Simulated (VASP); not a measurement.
# PbSe (Fm-3m) in VASP: further runs, part 3 of 3

VASP 6.6.1.

## Step 4: Electric field gradients, PBEsol (volume scaled by 1.06)

Input file INCAR:

```
SYSTEM = PbSe
PREC = Accurate ; ENCUT = 520
EDIFF = 1E-8 ; ISMEAR = -1
SIGMA = 0.02 ; LREAL = .FALSE.
LASPH = .TRUE. ; NELM = 80
ALGO = Normal ; ISIF = 2
LWAVE = .FALSE. ; LCHARG = .FALSE.
GGA = PS ; LEFG = .TRUE.
NBANDS = 17
```

Input file KPOINTS:

```
regular mesh
0
G
  7 7 7
  0 0 0
```

Input file POSCAR:

```
PbSe
1.0
    0.0000000000      3.1222074042      3.1222074042
    3.1222074042      0.0000000000      3.1222074042
    3.1222074042      3.1222074042      0.0000000000
Pb Se
1 1
Direct
    0.0000000000      0.0000000000      0.0000000000
    0.5000000000      0.5000000000      0.5000000000
```

Potentials or basis: VASP PAW PBE potentials, release 64 (Pb_d, Se).

On the command line:

```console
$ cat potpaw_PBE.64/Pb_d/POTCAR potpaw_PBE.64/Se/POTCAR > POTCAR
$ mpirun -np 1 vasp_std > vasp.out
```

OUTCAR:

```text
SYSTEM = PbSe
   PREC = Accurate
   ENCUT = 520
   EDIFF = 1E-8
   ISMEAR = -1
   LREAL = .FALSE.
   LASPH = .TRUE.
   NELM = 80
   ISIF = 2
   GGA = PS

 ion  position               nearest neighbor table
   1  0.000  0.000  0.000-   2 3.12   2 3.12   2 3.12   2 3.12   2 3.12   2 3.12
   2  0.500  0.500  0.500-   1 3.12   1 3.12   1 3.12   1 3.12   1 3.12   1 3.12

  LATTYP: Found a face centered cubic cell.
 ALAT       =     6.2444148084

  Lattice vectors:

 A1 = (   0.0000000000,   3.1222074042,   3.1222074042)
 A2 = (   3.1222074042,   0.0000000000,   3.1222074042)
 A3 = (   3.1222074042,   3.1222074042,   0.0000000000)

Analysis of symmetry for initial positions (statically):
=====================================================================
 Subroutine PRICEL returns:
 Original cell was already a primitive cell.

 Routine SETGRP: Setting up the symmetry group for a
 face centered cubic supercell.

 Subroutine GETGRP returns: Found 48 space group operations
 (whereof 48 operations were pure point group operations)
 out of a pool of 48 trial point group operations.

The static configuration has the point symmetry O_h .

Analysis of symmetry for dynamics (positions and initial velocities):
=====================================================================
 Subroutine PRICEL returns:
 Original cell was already a primitive cell.

 Routine SETGRP: Setting up the symmetry group for a
 face centered cubic supercell.

 Subroutine GETGRP returns: Found 48 space group operations
 (whereof 48 operations were pure point group operations)
 out of a pool of 48 trial point group operations.

The dynamic configuration has the point symmetry O_h .

 Subroutine INISYM returns: Found 48 space group operations
 (whereof 48 operations are pure point group operations),
 and found     1 'primitive' translations

----------------------------------------------------------------------------------------

                                     Primitive cell

  volume of cell :      60.8717

  direct lattice vectors                    reciprocal lattice vectors
     0.000000000  3.122207404  3.122207404    -0.160143109  0.160143109  0.160143109
     3.122207404  0.000000000  3.122207404     0.160143109 -0.160143109  0.160143109
     3.122207404  3.122207404  0.000000000     0.160143109  0.160143109 -0.160143109

  length of vectors
     4.415468056  4.415468056  4.415468056     0.277376001  0.277376001  0.277376001

  position of ions in fractional coordinates (direct lattice)
     0.000000000  0.000000000  0.000000000
     0.500000000  0.500000000  0.500000000

  ion indices of the primitive-cell ions
   primitive index   ion index
                 1           1
                 2           2

----------------------------------------------------------------------------------------

 KPOINTS: regular mesh

Automatic generation of k-mesh.
 Grid dimensions read from file:
 generate k-points for:    7    7    7

 Generating k-lattice:

[... 64 lines left out ...]
   POTIM  = 0.5000    time-step for ionic-motion
   TEBEG  =    0.0;   TEEND  =   0.0 temperature during run
   PSTRESS=    0.0 pullay stress
   NELECT =      20.0000    total number of electrons
   NUPDOWN=      -1.0000    fix difference up-down
   EMIN   =  10.00;   EMAX   =-10.00  energy-range for DOS
   EFERMI =   0.00;   METHOD = LEGACY
   ISMEAR =    -1;   SIGMA  =   0.02  broadening in eV -4-tet -1-fermi 0-gaus
   EFERMI_NEDOS =   21; number of points for ismear=-14 and -15
   IALGO  =     38    algorithm
   IMIX   =      4    mixing-type and parameters
     AMIX     =   0.40;   BMIX     =  1.00
     AMIX_MAG =   1.60;   BMIX_MAG =  1.00
  volume/ion in A,a.u.               =      30.44       205.39
  Fermi-wavevector in a.u.,A,eV,Ry     =   1.129657  2.134741 17.362719  1.276124
  Thomas-Fermi vector in A             =   2.266351
   LORBIT       =      0    0 simple, 1 ext, 2 COOP (PROOUT), +10 PAW based schemes
   GGA     = PS    functional components
   LHFCALC =     F    Hartree Fock is set to
   AEXX    =    0.0000 exact exchange contribution
   IVDW    =     0    specifies the selected vdW correction
   LEPSILON=     F    determine dielectric tensor
   LRPA    =     F    only Hartree local field effects (RPA)
 non-spin polarized calculation
  energy-cutoff  :      520.00
  volume of cell :       60.87
 maximum number of plane-waves:      1652
 NGX is ok and might be reduce to    36
   NGX = 17   NGY = 17   NGZ = 17

 number of electron      20.0000001 magnetization

 Free energy of the ion-electron system (eV)
  ---------------------------------------------------
  ext. energy  EPLUGINS =         0.00000000
  ---------------------------------------------------
  free energy    TOTEN  =        -8.87711408 eV

  energy without entropy =       -8.87711408  energy(sigma->0) =       -8.87711408

 E-fermi :   4.3791     XC(G=0):  -9.4487

 val. band max:        3.9442261845   @ k =   0.4286   0.0000   0.0000
 cond. band min:       4.8184875547   @ k =   0.4286   0.0000   0.0000
 fundamental gap:      0.8742613702
 Fermi energy:         4.3790992641

 k-point     1 :       0.0000    0.0000    0.0000
  band No.  band energies     occupation
      1     -12.4643      2.00000
      2     -12.4643      2.00000
      3     -12.4643      2.00000
      4     -12.4599      2.00000
      5     -12.4599      2.00000
      6      -8.9266      2.00000
[... 377 lines left out ...]
      4     -12.4484      2.00000
      5     -12.4303      2.00000
      6      -7.6909      2.00000
[... 9 lines left out ...]
     16      15.6623      0.00000
     17      15.9546      0.00000

------------------------ aborting loop because EDIFF is reached ----------------------------------------

  FORCE on cell =-STRESS in cart. coord.  units (eV):
  Direction    XX          YY          ZZ          XY          YZ          ZX
  --------------------------------------------------------------------------------------
  -------------------------------------------------------------------------------------
  Total       -1.2229881     -1.2229881     -1.2229881     -0.0000000      0.0000000      0.0000000
  in kB      -32.1897472    -32.1897472    -32.1897472     -0.0000000      0.0000000      0.0000000
  external PRESSURE =     -32.1897472 kB  Pullay stress =       0.0000000 kB

 VOLUME and BASIS-vectors are now :
 -----------------------------------------------------------------------------
  energy-cutoff  :      520.00
  volume of cell :       60.87
      direct lattice vectors                 reciprocal lattice vectors
     0.000000000  3.122207404  3.122207404    -0.160143109  0.160143109  0.160143109
     3.122207404  0.000000000  3.122207404     0.160143109 -0.160143109  0.160143109
     3.122207404  3.122207404  0.000000000     0.160143109  0.160143109 -0.160143109

 POSITION                                       TOTAL-FORCE (eV/Angst)
 -----------------------------------------------------------------------------------
      0.00000      0.00000      0.00000        -0.000000      0.000000     -0.000000
      3.12221      3.12221      3.12221         0.000000     -0.000000      0.000000
 -----------------------------------------------------------------------------------
    total drift:                               -0.000000      0.000000      0.000000

  FREE ENERGIE OF THE ION-ELECTRON SYSTEM (eV)
  ---------------------------------------------------
  free  energy   TOTEN  =        -8.8771140819 eV

  energy  without entropy=       -8.8771140819  energy(sigma->0) =       -8.87711408

 Electric field gradients (V/A^2)
---------------------------------------------------------------------
 ion       V_xx      V_yy      V_zz      V_xy      V_xz      V_yz
---------------------------------------------------------------------
   1      -0.000    -0.000    -0.000     0.001     0.001     0.001
   2      -0.000     0.000     0.000     0.000     0.000     0.000
---------------------------------------------------------------------

 Electric field gradients after diagonalization (V/A^2)
 (convention: |V_zz| > |V_xx| > |V_yy|)
----------------------------------------------------------------------
 ion       V_xx      V_yy      V_zz     asymmetry (V_yy - V_xx)/ V_zz
----------------------------------------------------------------------
   1      -0.001    -0.001     0.001       0.000
   2      -0.000    -0.000     0.001       0.000
----------------------------------------------------------------------

           NMR quadrupolar parameters

 Cq : quadrupolar parameter    Cq=e*Q*V_zz/h
 eta: asymmetry parameters     (V_yy - V_xx)/ V_zz
 Q  : nuclear electric quadrupole moment in mb (millibarn)
----------------------------------------------------------------------
 ion       Cq(MHz)       eta       Q (mb)
----------------------------------------------------------------------
   1       0.000       0.000       1.000
   2       0.000       0.000       1.000
----------------------------------------------------------------------
```

OSZICAR:

```text
N       E                     dE             d eps       ncg     rms          rms(c)
DAV:   1     0.156213342549E+03    0.15621E+03   -0.93199E+03   680   0.118E+03
DAV:   2     0.291117646691E+01   -0.15330E+03   -0.14816E+03   699   0.302E+02
DAV:   3    -0.885867611431E+01   -0.11770E+02   -0.11691E+02   857   0.892E+01
DAV:   4    -0.917200027691E+01   -0.31332E+00   -0.31301E+00   837   0.157E+01
DAV:   5    -0.918188342590E+01   -0.98831E-02   -0.98827E-02   965   0.282E+00    0.257E+00
DAV:   6    -0.888324889928E+01    0.29863E+00   -0.76845E-01  1023   0.592E+00    0.138E+00
DAV:   7    -0.887680214415E+01    0.64468E-02   -0.10589E-01   812   0.156E+00    0.773E-01
DAV:   8    -0.887755323809E+01   -0.75109E-03   -0.11896E-02   812   0.110E+00    0.166E-01
DAV:   9    -0.887707697022E+01    0.47627E-03   -0.28581E-03  1026   0.439E-01    0.544E-02
DAV:  10    -0.887711343577E+01   -0.36466E-04   -0.17996E-04   820   0.740E-02    0.190E-02
DAV:  11    -0.887711418181E+01   -0.74605E-06   -0.20922E-05   940   0.453E-02    0.386E-03
DAV:  12    -0.887711408705E+01    0.94764E-07   -0.10931E-06   952   0.115E-02    0.668E-04
DAV:  13    -0.887711408186E+01    0.51839E-08   -0.51269E-08   835   0.227E-03
   1 F= -.88771141E+01 E0= -.88771141E+01  d E =-.139046E-10
```

stdout:

```text
POSCAR found type information on POSCAR PbSe
 POSCAR found :  2 types and       2 ions
 scaLAPACK will be used
 -----------------------------------------------------------------------------
|                                                                             |
|                                                                             |
|     You enforced a specific xc type in the INCAR file but a different       |
|     I HOPE YOU KNOW WHAT YOU ARE DOING!                                     |
|                                                                             |
 -----------------------------------------------------------------------------

 LDA part: xc-table for (Slater+PW92), standard interpolation
 POSCAR, INCAR and KPOINTS ok, starting setup
 FFT: planning ... GRIDC
 FFT: planning ... GRID_SOFT
 FFT: planning ... GRID
 WAVECAR not read
 entering main loop
ion   1

ion   2
```

Run time: 16 s. Hardware: 1 thread of Intel Xeon 6975P-C (Granite Rapids), shared host; peak memory 0.21 GiB.

What came out:

* Free energy: -8.8771 eV
* Pressure: -3.2 GPa

Caveat: this odd mesh misses L, where the gap lies, so gap, dielectric constants and Born charges aren't listed; without QUAD_EFG the Cq values of the log hold for a quadrupole moment of 1 mb, not for the nuclei; the PAW data sets were made with another functional, which shifts forces and pressure a little; spin-orbit coupling is left out, which moves the levels of the heavy elements.

## Step 5: Electric field gradients, PBEsol (volume scaled by 1.06)

Input file INCAR:

```
PREC     = Accurate       # precision mode
ENCUT    = 520            # plane-wave cutoff, eV
EDIFF    = 1E-8           # SCF threshold, eV
ISMEAR   = -1             # smearing method
SIGMA    = 0.02           # smearing width, eV
LREAL    = False          # projectors in reciprocal space
LASPH    = True           # aspherical terms in the spheres
NELM     = 80             # most SCF steps
ALGO     = Normal         # electronic algorithm
ISIF     = 2              # what is computed and relaxed
LWAVE    = False          # write WAVECAR
LCHARG   = False          # write CHGCAR
GGA      = PS             # functional
LEFG     = True         
NBANDS   = 17             # bands
```

Input file KPOINTS:

```
regular mesh
0
Gamma
  7 7 7
```

POSCAR is that of step 4.

Potentials or basis: VASP PAW PBE potentials, release 64 (Pb_d, Se).

On the command line:

```console
$ cat potpaw_PBE.64/Pb_d/POTCAR potpaw_PBE.64/Se/POTCAR > POTCAR
$ mpirun -np 1 vasp_std > vasp.out
```

OUTCAR:

```text
PREC = Accurate
   ENCUT = 520
   EDIFF = 1E-8
   ISMEAR = -1
   LREAL = False
   LASPH = True
   NELM = 80
   ISIF = 2
   GGA = PS

 ion  position               nearest neighbor table
   1  0.000  0.000  0.000-   2 3.12   2 3.12   2 3.12   2 3.12   2 3.12   2 3.12
   2  0.500  0.500  0.500-   1 3.12   1 3.12   1 3.12   1 3.12   1 3.12   1 3.12

  LATTYP: Found a face centered cubic cell.
 ALAT       =     6.2444148084

  Lattice vectors:

 A1 = (   0.0000000000,   3.1222074042,   3.1222074042)
 A2 = (   3.1222074042,   0.0000000000,   3.1222074042)
 A3 = (   3.1222074042,   3.1222074042,   0.0000000000)

Analysis of symmetry for initial positions (statically):
=====================================================================
 Subroutine PRICEL returns:
 Original cell was already a primitive cell.

 Routine SETGRP: Setting up the symmetry group for a
 face centered cubic supercell.

[... 581 lines left out ...]
  volume of cell :       60.87
      direct lattice vectors                 reciprocal lattice vectors
     0.000000000  3.122207404  3.122207404    -0.160143109  0.160143109  0.160143109
     3.122207404  0.000000000  3.122207404     0.160143109 -0.160143109  0.160143109
     3.122207404  3.122207404  0.000000000     0.160143109  0.160143109 -0.160143109

 POSITION                                       TOTAL-FORCE (eV/Angst)
 -----------------------------------------------------------------------------------
      0.00000      0.00000      0.00000        -0.000000      0.000000     -0.000000
      3.12221      3.12221      3.12221         0.000000     -0.000000      0.000000
 -----------------------------------------------------------------------------------
    total drift:                               -0.000000      0.000000      0.000000

  FREE ENERGIE OF THE ION-ELECTRON SYSTEM (eV)
  ---------------------------------------------------
  free  energy   TOTEN  =        -8.8771140819 eV

  energy  without entropy=       -8.8771140819  energy(sigma->0) =       -8.87711408

 Electric field gradients (V/A^2)
---------------------------------------------------------------------
 ion       V_xx      V_yy      V_zz      V_xy      V_xz      V_yz
---------------------------------------------------------------------
   1      -0.000    -0.000    -0.000     0.001     0.001     0.001
   2      -0.000     0.000     0.000     0.000     0.000     0.000
---------------------------------------------------------------------

 Electric field gradients after diagonalization (V/A^2)
 (convention: |V_zz| > |V_xx| > |V_yy|)
----------------------------------------------------------------------
 ion       V_xx      V_yy      V_zz     asymmetry (V_yy - V_xx)/ V_zz
----------------------------------------------------------------------
   1      -0.001    -0.001     0.001       0.000
   2      -0.000    -0.000     0.001       0.000
----------------------------------------------------------------------

           NMR quadrupolar parameters

 Cq : quadrupolar parameter    Cq=e*Q*V_zz/h
 eta: asymmetry parameters     (V_yy - V_xx)/ V_zz
 Q  : nuclear electric quadrupole moment in mb (millibarn)
----------------------------------------------------------------------
 ion       Cq(MHz)       eta       Q (mb)
----------------------------------------------------------------------
   1       0.000       0.000       1.000
   2       0.000       0.000       1.000
----------------------------------------------------------------------
```

Wall time 14 s (1 thread of Intel Xeon 6975P-C (Granite Rapids), shared host); peak memory 0.2 GiB.

Results:

| Item | Value |
| --- | --- |
| Free energy | -8.8771 eV |
| Pressure | -3.2 GPa |

Caveat: this odd mesh misses L, where the gap lies, so gap, dielectric constants and Born charges aren't listed; without QUAD_EFG the Cq values of the log hold for a quadrupole moment of 1 mb, not for the nuclei; the PAW data sets were made with another functional, which shifts forces and pressure a little; spin-orbit coupling is left out, which moves the levels of the heavy elements.
